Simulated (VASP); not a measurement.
# LiO3 (ReO3 type) (Pm-3m) in VASP: a series of runs

Runs on LiO3 (ReO3 type). Level: PBE. Tasks: single point.

Program: VASP 6.6.1. These are calculated values, not measurements. Logs are shortened: lines on timing, memory, paths and dates and some standing lists are left out, and cuts for length are marked.

### Step 1. The cell of the first run

It takes space group Pm-3m (No. 221, cubic). The conventional cell has a = 3.608 Å, b = 3.608 Å, c = 3.608 Å, α = 90.00°, β = 90.00°, γ = 90.00°. Li (site symmetry m-3m) has 6 O at 1.80 Å within 2.4 Å. O (site symmetry 4/mmm) has 2 Li at 1.80 Å within 2.4 Å.

### Step 2. Single point, PBE

The input, INCAR:

```
SYSTEM = LiO3
  PREC = Accurate
  ENCUT = 520
  EDIFF = 1E-7
  ISMEAR = -1
  SIGMA = 0.06122561905347299
  LREAL = .FALSE.
  LASPH = .TRUE.
  NELM = 80
  ALGO = Normal
  ISIF = 2
  LWAVE = .FALSE.
  LCHARG = .TRUE.
  GGA = PE
  LELF = .TRUE.
  LVHAR = .TRUE.
  NBANDS = 18
```

The input, KPOINTS:

```
Automatic mesh
0
G
  15 15 15
  0 0 0
```

The input, POSCAR:

```
LiO3
1.0
    3.6084990810      0.0000000000      0.0000000000
    0.0000000000      3.6084990810      0.0000000000
    0.0000000000      0.0000000000      3.6084990810
Li O
1 3
Direct
    0.0000000000      0.0000000000      0.0000000000
    0.5000000000      0.0000000000      0.0000000000
    0.0000000000      0.5000000000      0.0000000000
    0.0000000000      0.0000000000      0.5000000000
```

Potentials or basis: VASP PAW PBE potentials, release 64 (Li_sv, O).

The run is started by

```bash
$ cat potpaw_PBE.64/Li_sv/POTCAR potpaw_PBE.64/O/POTCAR > POTCAR
$ mpirun -np 1 vasp_std > vasp.out
```

OUTCAR:

```text
SYSTEM = LiO3
   PREC = Accurate
   ENCUT = 520
   EDIFF = 1E-7
   ISMEAR = -1
   LREAL = .FALSE.
   LASPH = .TRUE.
   NELM = 80
   ISIF = 2
   GGA = PE

 ion  position               nearest neighbor table
   1  0.000  0.000  0.000-   2 1.80   3 1.80   4 1.80   4 1.80   3 1.80   2 1.80
   2  0.500  0.000  0.000-   1 1.80   1 1.80
   3  0.000  0.500  0.000-   1 1.80   1 1.80
   4  0.000  0.000  0.500-   1 1.80   1 1.80

  LATTYP: Found a simple cubic cell.
 ALAT       =     3.6084990810

  Lattice vectors:

 A1 = (   3.6084990810,   0.0000000000,   0.0000000000)
 A2 = (   0.0000000000,   3.6084990810,   0.0000000000)
 A3 = (   0.0000000000,   0.0000000000,   3.6084990810)

Analysis of symmetry for initial positions (statically):
=====================================================================
 Subroutine PRICEL returns:
 Original cell was already a primitive cell.

 Routine SETGRP: Setting up the symmetry group for a
 simple cubic supercell.

 Subroutine GETGRP returns: Found 48 space group operations
 (whereof 48 operations were pure point group operations)
 out of a pool of 48 trial point group operations.

The static configuration has the point symmetry O_h .

Analysis of symmetry for dynamics (positions and initial velocities):
=====================================================================
 Subroutine PRICEL returns:
 Original cell was already a primitive cell.

 Routine SETGRP: Setting up the symmetry group for a
 simple cubic supercell.

 Subroutine GETGRP returns: Found 48 space group operations
 (whereof 48 operations were pure point group operations)
 out of a pool of 48 trial point group operations.

The dynamic configuration has the point symmetry O_h .

 Subroutine INISYM returns: Found 48 space group operations
 (whereof 48 operations are pure point group operations),
 and found     1 'primitive' translations

----------------------------------------------------------------------------------------

                                     Primitive cell

  volume of cell :      46.9872

  direct lattice vectors                    reciprocal lattice vectors
     3.608499081  0.000000000  0.000000000     0.277123529  0.000000000  0.000000000
     0.000000000  3.608499081  0.000000000     0.000000000  0.277123529  0.000000000
     0.000000000  0.000000000  3.608499081     0.000000000  0.000000000  0.277123529

  length of vectors
     3.608499081  3.608499081  3.608499081     0.277123529  0.277123529  0.277123529

  position of ions in fractional coordinates (direct lattice)
     0.000000000  0.000000000  0.000000000
     0.500000000  0.000000000  0.000000000
     0.000000000  0.500000000  0.000000000
     0.000000000  0.000000000  0.500000000

  ion indices of the primitive-cell ions
   primitive index   ion index
                 1           1
                 2           2
                 3           3
                 4           4

----------------------------------------------------------------------------------------

 KPOINTS: Automatic mesh

Automatic generation of k-mesh.
 Grid dimensions read from file:
 generate k-points for:   15   15   15

 Generating k-lattice:

  Cartesian coordinates                     Fractional coordinates (reciprocal lattice)
     0.018474902  0.000000000  0.000000000     0.066666667  0.000000000  0.000000000
     0.000000000  0.018474902  0.000000000     0.000000000  0.066666667  0.000000000
     0.000000000  0.000000000  0.018474902     0.000000000  0.000000000  0.066666667

  Length of vectors
     0.018474902  0.018474902  0.018474902

  Shift w.r.t. Gamma in fractional coordinates (k-lattice)
     0.000000000  0.000000000  0.000000000

 Subroutine IBZKPT returns following result:
 ===========================================

 Found    120 irreducible k-points:

 Following reciprocal coordinates:
            Coordinates               Weight
  0.000000  0.000000  0.000000      1.000000
  0.066667  0.000000  0.000000      6.000000
  0.133333  0.000000  0.000000      6.000000
  0.200000  0.000000  0.000000      6.000000
  0.266667  0.000000  0.000000      6.000000
  0.333333  0.000000  0.000000      6.000000
[... 16 lines left out ...]
  0.266667  0.200000  0.000000     24.000000
  0.333333  0.200000  0.000000     24.000000
 [... further k-points ...]
   k-points           NKPTS =    120   k-points in BZ     NKDIM =    120   number of bands    NBANDS=     18
   number of dos      NEDOS =    301   number of ions     NIONS =      4
   total plane-waves  NPLWV =  21952
   dimension x,y,z NGX =    28 NGY =   28 NGZ =   28
   dimension x,y,z NGXF=    56 NGYF=   56 NGZF=   56
   ions per type =               1   3
   NGX,Y,Z   is equivalent  to a cutoff of  12.90, 12.90, 12.90 a.u.
   NGXF,Y,Z  is equivalent  to a cutoff of  25.80, 25.80, 25.80 a.u.
 SYSTEM =  LiO3
   PREC   = accura    normal or accurate (medium, high low for compatibility)
   ISTART =      0    job   : 0-new  1-cont  2-samecut
   ICHARG =      2    charge: 1-file 2-atom 10-const
   ISPIN  =      1    spin polarized calculation?
   LNONCOLLINEAR =      F non collinear calculations
   LSORBIT =      F    spin-orbit coupling
   LASPH  =      T    aspherical Exc in radial PAW
   ENCUT  =  520.0 eV  38.22 Ry    6.18 a.u.   6.71  6.71  6.71*2*pi/ulx,y,z
   NELM   =     80;   NELMIN=  2; NELMDL= -5     # of ELM steps
   EDIFF  = 0.1E-06   stopping-criterion for ELM
   LREAL  =      F    real-space projection
   EDIFFG = 0.1E-05   stopping-criterion for IOM
   NSW    =      0    number of steps for IOM
   IBRION =     -1    ionic relax: 0-MD 1-quasi-New 2-CG
   NFREE  =      0    steps in history (QN), initial steepest desc. (CG)
   ISIF   =      2    stress and relaxation
   ISYM   =      2    0-nonsym 1-usesym 2-fastsym
   POTIM  = 0.5000    time-step for ionic-motion
   TEBEG  =    0.0;   TEEND  =   0.0 temperature during run
   PSTRESS=    0.0 pullay stress
   NELECT =      21.0000    total number of electrons
   NUPDOWN=      -1.0000    fix difference up-down
   EMIN   =  10.00;   EMAX   =-10.00  energy-range for DOS
   EFERMI =   0.00;   METHOD = LEGACY
   ISMEAR =    -1;   SIGMA  =   0.06  broadening in eV -4-tet -1-fermi 0-gaus
   EFERMI_NEDOS =   21; number of points for ismear=-14 and -15
   IALGO  =     38    algorithm
   IMIX   =      4    mixing-type and parameters
     AMIX     =   0.40;   BMIX     =  1.00
     AMIX_MAG =   1.60;   BMIX_MAG =  1.00
  volume/ion in A,a.u.               =      11.75        79.27
  Fermi-wavevector in a.u.,A,eV,Ry     =   1.251665  2.365303 21.315764  1.566664
  Thomas-Fermi vector in A             =   2.385601
   LORBIT       =      0    0 simple, 1 ext, 2 COOP (PROOUT), +10 PAW based schemes
   GGA     = PE    functional components
   LHFCALC =     F    Hartree Fock is set to
   AEXX    =    0.0000 exact exchange contribution
   IVDW    =     0    specifies the selected vdW correction
   LEPSILON=     F    determine dielectric tensor
   LRPA    =     F    only Hartree local field effects (RPA)
 non-spin polarized calculation
  energy-cutoff  :      520.00
  volume of cell :       46.99
 maximum number of plane-waves:      1309
 NGX is ok and might be reduce to    28
   NGX = 13   NGY = 13   NGZ = 13

 number of electron      21.0000014 magnetization

 Free energy of the ion-electron system (eV)
  ---------------------------------------------------
  ext. energy  EPLUGINS =         0.00000000
  ---------------------------------------------------
  free energy    TOTEN  =       -12.32396516 eV

  energy without entropy =      -12.24680112  energy(sigma->0) =      -12.28538314

 E-fermi :  -2.3326     XC(G=0):  -8.9084

 val. band max:       -2.3406765067   @ k =   0.2000   0.1333   0.1333
 cond. band min:      -2.3298549650   @ k =   0.4667   0.1333   0.0667
 fundamental gap:      0.0108215417
 Fermi energy:        -2.3325663537

 k-point     1 :       0.0000    0.0000    0.0000
  band No.  band energies     occupation
      1     -43.2676      2.00000
      2     -19.5425      2.00000
      3     -17.6515      2.00000
      4     -17.6515      2.00000
      5      -5.5902      2.00000
      6      -5.5902      2.00000
[... 10 lines left out ...]
     17      17.6760      0.00000
     18      17.7212      0.00000

 k-point     2 :       0.0667    0.0000    0.0000
  band No.  band energies     occupation
      1     -43.2673      2.00000
      2     -19.5278      2.00000
      3     -17.6785      2.00000
      4     -17.6497      2.00000
      5      -5.5705      2.00000
      6      -5.5705      2.00000
[... 10 lines left out ...]
     17      17.5449      0.00000
     18      17.5576      0.00000

 k-point     3 :       0.1333    0.0000    0.0000
  band No.  band energies     occupation
      1     -43.2668      2.00000
      2     -19.4841      2.00000
      3     -17.7578      2.00000
      4     -17.6455      2.00000
      5      -5.5130      2.00000
      6      -5.5130      2.00000
[... 10 lines left out ...]
     17      17.3196      0.00000
     18      17.3339      0.00000

 k-point     4 :       0.2000    0.0000    0.0000
  band No.  band energies     occupation
      1     -43.2660      2.00000
      2     -19.4126      2.00000
      3     -17.8808      2.00000
      4     -17.6396      2.00000
      5      -5.4223      2.00000
      6      -5.4223      2.00000
[... 375 lines left out ...]
      4     -17.7575      2.00000
      5      -5.3845      2.00000
      6      -5.2509      2.00000
[... 10 lines left out ...]
     17      16.5162      0.00000
     18      16.7870      0.00000

 k-point    23 :       0.2667    0.2000    0.0000
  band No.  band energies     occupation
      1     -43.2636      2.00000
      2     -19.2013      2.00000
      3     -18.0667      2.00000
      4     -17.7790      2.00000
      5      -5.2983      2.00000
      6      -5.1330      2.00000
[... 10 lines left out ...]
     17      16.5401      0.00000
     18      16.6527      0.00000

 k-point    24 :       0.3333    0.2000    0.0000
  band No.  band energies     occupation
      1     -43.2627      2.00000
      2     -19.0907      2.00000
      3     -18.2122      2.00000
      4     -17.7831      2.00000
      5      -5.1764      2.00000
      6      -5.0047      2.00000
[... 10 lines left out ...]
     17      16.5408      0.00000
     18      16.6652      0.00000

 [... further k-points ...]
[... 5 lines left out ...]
  --------------------------------------------------------------------------------------
  -------------------------------------------------------------------------------------
  Total       -0.2546660     -0.2546660     -0.2546660      0.0000000      0.0000000      0.0000000
  in kB       -8.6836394     -8.6836394     -8.6836394      0.0000000      0.0000000      0.0000000
  external PRESSURE =      -8.6836394 kB  Pullay stress =       0.0000000 kB

 VOLUME and BASIS-vectors are now :
 -----------------------------------------------------------------------------
  energy-cutoff  :      520.00
  volume of cell :       46.99
      direct lattice vectors                 reciprocal lattice vectors
     3.608499081  0.000000000  0.000000000     0.277123529  0.000000000  0.000000000
     0.000000000  3.608499081  0.000000000     0.000000000  0.277123529  0.000000000
     0.000000000  0.000000000  3.608499081     0.000000000  0.000000000  0.277123529

 POSITION                                       TOTAL-FORCE (eV/Angst)
 -----------------------------------------------------------------------------------
      0.00000      0.00000      0.00000         0.000000      0.000000      0.000000
      1.80425      0.00000      0.00000         0.000000      0.000000      0.000000
      0.00000      1.80425      0.00000         0.000000      0.000000      0.000000
      0.00000      0.00000      1.80425         0.000000      0.000000      0.000000
 -----------------------------------------------------------------------------------
    total drift:                               -0.000000      0.000000     -0.000000

  FREE ENERGIE OF THE ION-ELECTRON SYSTEM (eV)
  ---------------------------------------------------
  free  energy   TOTEN  =       -12.3239651573 eV

  energy  without entropy=      -12.2468011216  energy(sigma->0) =      -12.28538314
```

It took 1.7 min on 1 thread of Intel Xeon 8259CL, shared host; peak memory 0.21 GiB.

Results:

```yaml
Free_energy: -12.3240 eV
Band_gap_on_the_k_mesh: zero (an odd number of electrons rules out a gap without spin polarisation)
```

Levels at points of the mesh, in eV from the Fermi level:
| k point | band 9 | band 10 | band 11 | band 12 | band 13 | band 14 |
| --- | --- | --- | --- | --- | --- | --- |
| (0.00, 0.00, 0.00) | -0.21 | -0.21 | 0.41 | 0.41 | 0.41 | 9.47 |

Caveat: the cutoff is under 1.25 times the usual one of these potentials, so pressure, stress and relaxed cells hold a basis-set (Pulay) error; an odd number of electrons without spin polarisation forces a metal; a magnetic or distorted state may lie lower.

(Part 1 of 2 ends here.)
